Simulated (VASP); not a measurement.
# NiO2 (P-3m1) in VASP: relaxation of cell and atoms with LDA

Aim: the relaxation of cell and atoms of NiO2 with LDA.

Everything below comes from runs of VASP 6.6.1. Logs are shortened: lines on timing, memory, paths and dates and some standing lists are left out, and cuts for length are marked.

**1. The cell of the first run**

The structure is trigonal, space group P-3m1 (No. 164). Conventional cell: a = 2.814 Å, b = 2.814 Å, c = 4.432 Å, α = 90.00°, β = 90.00°, γ = 120.00°. Within 2.5 Å of Ni (site symmetry -3m) lie 6 O at 1.88 Å. O (site symmetry 3m) has 3 Ni at 1.88 Å and 3 O at 2.49 Å within 2.5 Å.

**2. Relaxation of cell and atoms, LDA**

Contents of INCAR:

```
SYSTEM = NiO2
ALGO = Normal
EDIFF = 1E-7
EDIFFG = -0.005
ENCUT = 1340
GGA = CA
GGA_COMPAT = .FALSE.
IBRION = 2
ISIF = 3
ISMEAR = 0
LASPH = .TRUE.
LCHARG = .FALSE.
LREAL = .FALSE.
LWAVE = .FALSE.
NELM = 120
NELMIN = 4
NSW = 70
PREC = Accurate
SIGMA = 0.02
```

Contents of KPOINTS:

```
k-points
0
G
  12 12 6
  0 0 0
```

Contents of POSCAR:

```
NiO2
1.0
    2.8138742860      0.0000000000      0.0000000000
   -1.4069371430      2.4368866148      0.0000000000
    0.0000000000      0.0000000000      4.4320207690
Ni O
1 2
Direct
    0.0000000000      0.0000000000      0.5000000000
    0.6666666667      0.3333333333      0.7124635357
    0.3333333333      0.6666666667      0.2875364643
```

Potentials or basis: VASP PAW LDA potentials, release 64 (Ni_sv_GW, O_h).

Started as:

```sh
cat potpaw_LDA.64/Ni_sv_GW/POTCAR potpaw_LDA.64/O_h/POTCAR > POTCAR
mpirun -np 1 vasp_std > vasp.out
```

OUTCAR:

```text
SYSTEM = NiO2
   EDIFF = 1E-7
   EDIFFG = -0.005
   ENCUT = 1340
   GGA = CA
   IBRION = 2
   ISIF = 3
   ISMEAR = 0
   LASPH = .TRUE.
   LREAL = .FALSE.
   NELM = 120
   NELMIN = 4
   NSW = 70
   PREC = Accurate

 ion  position               nearest neighbor table
   1  0.000  0.000  0.500-   2 1.88   3 1.88   2 1.88   3 1.88   2 1.88   3 1.88
   2  0.667  0.333  0.712-   1 1.88   1 1.88   1 1.88
   3  0.333  0.667  0.288-   1 1.88   1 1.88   1 1.88

  LATTYP: Found a hexagonal cell.
 ALAT       =     2.8138742860
 C/A-ratio  =     1.5750599773

  Lattice vectors:

 A1 = (   2.8138742860,   0.0000000000,   0.0000000000)
 A2 = (  -1.4069371430,   2.4368866148,   0.0000000000)
 A3 = (   0.0000000000,   0.0000000000,   4.4320207690)

Analysis of symmetry for initial positions (statically):
=====================================================================
 Subroutine PRICEL returns:
 Original cell was already a primitive cell.

 Routine SETGRP: Setting up the symmetry group for a
 hexagonal supercell.

 Subroutine GETGRP returns: Found 12 space group operations
 (whereof 12 operations were pure point group operations)
 out of a pool of 24 trial point group operations.

The static configuration has the point symmetry D_3d.

Analysis of symmetry for dynamics (positions and initial velocities):
=====================================================================
 Subroutine PRICEL returns:
 Original cell was already a primitive cell.

 Routine SETGRP: Setting up the symmetry group for a
 hexagonal supercell.

 Subroutine GETGRP returns: Found 12 space group operations
 (whereof 12 operations were pure point group operations)
 out of a pool of 24 trial point group operations.

The dynamic configuration has the point symmetry D_3d.

 Subroutine INISYM returns: Found 12 space group operations
 (whereof 12 operations are pure point group operations),
 and found     1 'primitive' translations

----------------------------------------------------------------------------------------

                                     Primitive cell

  volume of cell :      30.3908

  direct lattice vectors                    reciprocal lattice vectors
     2.813874286  0.000000000  0.000000000     0.355381904  0.205179838  0.000000000
    -1.406937143  2.436886615  0.000000000     0.000000000  0.410359675  0.000000000
     0.000000000  0.000000000  4.432020769     0.000000000  0.000000000  0.225630712

  length of vectors
     2.813874286  2.813874286  4.432020769     0.410359675  0.410359675  0.225630712

  position of ions in fractional coordinates (direct lattice)
     0.000000000  0.000000000  0.500000000
     0.666666667  0.333333333  0.712463536
     0.333333333  0.666666667  0.287536464

  ion indices of the primitive-cell ions
   primitive index   ion index
                 1           1
                 2           2
                 3           3

----------------------------------------------------------------------------------------

 KPOINTS: k-points

Automatic generation of k-mesh.
 Grid dimensions read from file:
 generate k-points for:   12   12    6

 Generating k-lattice:

  Cartesian coordinates                     Fractional coordinates (reciprocal lattice)
     0.029615159  0.017098320  0.000000000     0.083333333 -0.000000000  0.000000000
     0.000000000  0.034196640  0.000000000     0.000000000  0.083333333  0.000000000
     0.000000000  0.000000000  0.037605119     0.000000000  0.000000000  0.166666667

  Length of vectors
     0.034196640  0.034196640  0.037605119

  Shift w.r.t. Gamma in fractional coordinates (k-lattice)
     0.000000000  0.000000000  0.000000000

 Subroutine IBZKPT returns following result:
 ===========================================

 Found    100 irreducible k-points:

 Following reciprocal coordinates:
            Coordinates               Weight
  0.000000  0.000000  0.000000      1.000000
  0.083333 -0.000000  0.000000      6.000000
  0.166667 -0.000000  0.000000      6.000000
  0.250000 -0.000000  0.000000      6.000000
  0.333333 -0.000000  0.000000      6.000000
  0.416667 -0.000000  0.000000      6.000000
[... 16 lines left out ...]
  0.166667 -0.000000  0.166667      6.000000
  0.000000  0.166667  0.166667      6.000000
 [... further k-points ...]
   k-points           NKPTS =    100   k-points in BZ     NKDIM =    100   number of bands    NBANDS=     19
   number of dos      NEDOS =    301   number of ions     NIONS =      3
   total plane-waves  NPLWV =  69984
   dimension x,y,z NGX =    36 NGY =   36 NGZ =   54
   dimension x,y,z NGXF=    72 NGYF=   72 NGZF=  108
   ions per type =               1   2
   NGX,Y,Z   is equivalent  to a cutoff of  21.27, 21.27, 20.26 a.u.
   NGXF,Y,Z  is equivalent  to a cutoff of  42.54, 42.54, 40.51 a.u.
 SYSTEM =  NiO2
   PREC   = accura    normal or accurate (medium, high low for compatibility)
   ISTART =      0    job   : 0-new  1-cont  2-samecut
   ICHARG =      2    charge: 1-file 2-atom 10-const
   ISPIN  =      1    spin polarized calculation?
   LNONCOLLINEAR =      F non collinear calculations
   LSORBIT =      F    spin-orbit coupling
   LASPH  =      T    aspherical Exc in radial PAW
   ENCUT  = 1340.0 eV  98.49 Ry    9.92 a.u.   8.40  8.40 13.23*2*pi/ulx,y,z
   NELM   =    120;   NELMIN=  4; NELMDL= -5     # of ELM steps
   EDIFF  = 0.1E-06   stopping-criterion for ELM
   LREAL  =      F    real-space projection
   EDIFFG = -.5E-02   stopping-criterion for IOM
   NSW    =     70    number of steps for IOM
   IBRION =      2    ionic relax: 0-MD 1-quasi-New 2-CG
   NFREE  =      1    steps in history (QN), initial steepest desc. (CG)
   ISIF   =      3    stress and relaxation
   ISYM   =      2    0-nonsym 1-usesym 2-fastsym
   POTIM  = 0.5000    time-step for ionic-motion
   TEBEG  =    0.0;   TEEND  =   0.0 temperature during run
   PSTRESS=    0.0 pullay stress
   NELECT =      30.0000    total number of electrons
   NUPDOWN=      -1.0000    fix difference up-down
   EMIN   =  10.00;   EMAX   =-10.00  energy-range for DOS
   EFERMI =   0.00;   METHOD = LEGACY
   ISMEAR =     0;   SIGMA  =   0.02  broadening in eV -4-tet -1-fermi 0-gaus
   EFERMI_NEDOS =   21; number of points for ismear=-14 and -15
   IALGO  =     38    algorithm
   IMIX   =      4    mixing-type and parameters
     AMIX     =   0.40;   BMIX     =  1.00
     AMIX_MAG =   1.60;   BMIX_MAG =  1.00
  volume/ion in A,a.u.               =      10.13        68.36
  Fermi-wavevector in a.u.,A,eV,Ry     =   1.630051  3.080351 36.151602  2.657068
  Thomas-Fermi vector in A             =   2.722416
   LORBIT       =      0    0 simple, 1 ext, 2 COOP (PROOUT), +10 PAW based schemes
   GGA     = CA    functional components
   LHFCALC =     F    Hartree Fock is set to
   AEXX    =    0.0000 exact exchange contribution
   IVDW    =     0    specifies the selected vdW correction
   LEPSILON=     F    determine dielectric tensor
   LRPA    =     F    only Hartree local field effects (RPA)
 conjugate gradient relaxation of ions
 non-spin polarized calculation
 Gauss-broadening in eV      SIGMA  =   0.02
  energy-cutoff  :     1340.00
  volume of cell :       30.39
 maximum number of plane-waves:      3434
 NGX is ok and might be reduce to    36
   NGX = 17   NGY = 17   NGZ = 27

--------------------------------------- Ionic step        1  -------------------------------------------

 number of electron      30.0000000 magnetization

 Free energy of the ion-electron system (eV)
  ---------------------------------------------------
  ext. energy  EPLUGINS =         0.00000000
  ---------------------------------------------------
  free energy    TOTEN  =       -21.07489397 eV

  energy without entropy =      -21.07489397  energy(sigma->0) =      -21.07489397

------------------------ aborting loop because EDIFF is reached ----------------------------------------

  FORCE on cell =-STRESS in cart. coord.  units (eV):
  Direction    XX          YY          ZZ          XY          YZ          ZX
  --------------------------------------------------------------------------------------
  -------------------------------------------------------------------------------------
  Total       -2.4408826     -2.4408826     -1.7586798      0.0000000      0.0000000      0.0000000
  in kB     -128.6813718   -128.6813718    -92.7161876      0.0000000      0.0000000      0.0000000
  external PRESSURE =    -116.6929771 kB  Pullay stress =       0.0000000 kB
[... 92 lines left out ...]
  FREE ENERGIE OF THE ION-ELECTRON SYSTEM (eV)
  ---------------------------------------------------
  free  energy   TOTEN  =       -21.1347712411 eV

  energy  without entropy=      -21.1347712411  energy(sigma->0) =      -21.13477124

[... ionic steps 4 to 12 ...]

--------------------------------------- Ionic step       13  -------------------------------------------

 number of electron      30.0000000 magnetization

------------------------ aborting loop because EDIFF is reached ----------------------------------------

  FORCE on cell =-STRESS in cart. coord.  units (eV):
  Direction    XX          YY          ZZ          XY          YZ          ZX
  --------------------------------------------------------------------------------------
  -------------------------------------------------------------------------------------
  Total        0.0173723      0.0173723     -0.0449733      0.0000000     -0.0000000      0.0000000
  in kB        1.0052117      1.0052117     -2.6022901      0.0000000     -0.0000000      0.0000000
  external PRESSURE =      -0.1972889 kB  Pullay stress =       0.0000000 kB
[... 59 lines left out ...]
  energy  without entropy=      -21.1428323233  energy(sigma->0) =      -21.14283232

--------------------------------------- Ionic step       15  -------------------------------------------

 number of electron      30.0000000 magnetization

 Free energy of the ion-electron system (eV)
  ---------------------------------------------------
  ext. energy  EPLUGINS =         0.00000000
  ---------------------------------------------------
  free energy    TOTEN  =       -21.14285642 eV

  energy without entropy =      -21.14285642  energy(sigma->0) =      -21.14285642

 E-fermi :   4.4072     XC(G=0): -12.5319

 val. band max:        4.0252797733   @ k =   0.0833   0.0833   0.5000
 cond. band min:       4.7733197233   @ k =   0.3333  -0.0000   0.3333
 fundamental gap:      0.7480399500
 Fermi energy:         4.4071835840

 k-point     1 :       0.0000    0.0000    0.0000
  band No.  band energies     occupation
      1     -99.3810      2.00000
      2     -60.4302      2.00000
      3     -60.4302      2.00000
      4     -60.1401      2.00000
      5     -16.0730      2.00000
      6     -13.0276      2.00000
[... 11 lines left out ...]
     18      12.0331      0.00000
     19      14.8699      0.00000
[... 489 lines left out ...]
      3     -60.4339      2.00000
      4     -60.1379      2.00000
      5     -15.6164      2.00000
      6     -13.2027      2.00000
[... 11 lines left out ...]
     18      13.4680      0.00000
     19      16.1799      0.00000

 [... further k-points ...]

------------------------ aborting loop because EDIFF is reached ----------------------------------------

  FORCE on cell =-STRESS in cart. coord.  units (eV):
  Direction    XX          YY          ZZ          XY          YZ          ZX
  --------------------------------------------------------------------------------------
  -------------------------------------------------------------------------------------
  Total        0.0032164      0.0032164      0.0060484      0.0000000      0.0000000      0.0000000
  in kB        0.1861497      0.1861497      0.3500475      0.0000000      0.0000000      0.0000000
  external PRESSURE =       0.2407823 kB  Pullay stress =       0.0000000 kB
[... 18 lines left out ...]
  FREE ENERGIE OF THE ION-ELECTRON SYSTEM (eV)
  ---------------------------------------------------
  free  energy   TOTEN  =       -21.1428564184 eV

  energy  without entropy=      -21.1428564184  energy(sigma->0) =      -21.14285642

 reached required accuracy - stopping structural energy minimisation
```

Wall time 46 min (1 thread of Intel Xeon Platinum 8488C (Sapphire Rapids), shared host); peak memory 0.47 GiB.

Results:

```
Free energy                           : -21.1429 eV
Relaxed volume                        : 9.23 Å³/atom
Relaxed cell                          : a = 2.769 Å, b = 2.769 Å, c = 4.171 Å, α = 90.00°, β = 90.00°, γ = 120.00°
Space group after relaxing (to 0.1 Å) : P-3m1 (No. 164)
Energy gained by relaxing             : 22.7 meV/atom
Ionic steps                           : 15
Pressure after relaxing               : 0.0 GPa
Band gap on the k mesh                : 0.75 eV (least direct gap 0.99 eV)
```

Step by step:
| step | energy change (eV) | largest force (eV/Å) | pressure (GPa) | volume (Å³) |
| --- | --- | --- | --- | --- |
| 1 | 0.0000 | 0.7292 | -11.67 | 30.39 |
| 2 | 0.0968 | 1.6727 | 22.23 | 27.26 |
| 3 | -0.0599 | 0.0827 | -0.73 | 29.13 |
| 4 | -0.0599 | 0.1042 | -0.35 | 29.10 |
| 5 | -0.0609 | 0.0709 | -0.30 | 29.00 |
| 6 | -0.0620 | 0.0235 | -0.15 | 28.73 |
| 7 | -0.0627 | 0.0187 | -0.02 | 28.65 |
| 8 | -0.0645 | 0.0028 | 0.20 | 28.40 |
| 9 | -0.0669 | 0.0305 | 0.86 | 27.92 |
| 10 | -0.0640 | 0.0987 | 2.60 | 26.94 |
| 11 | -0.0672 | 0.0606 | 1.33 | 27.69 |
| 12 | -0.0679 | 0.0134 | 0.19 | 27.69 |
| 13 | -0.0679 | 0.0265 | -0.02 | 27.69 |
| 14 | -0.0679 | 0.0171 | -0.04 | 27.69 |
| 15 | -0.0680 | 0.0009 | 0.02 | 27.68 |

Final structure:
```
CELL_PARAMETERS angstrom
2.76852 0.00000 0.00000
-1.38426 2.39761 0.00000
0.00000 0.00000 4.17059
ATOMIC_POSITIONS crystal
Ni 0.00000 0.00000 0.50000
O 0.66667 0.33333 0.72092
O 0.33333 0.66667 0.27908
```

Caveat: the run has no spin polarisation, though such a crystal can be magnetic. A k mesh can miss the band edges.
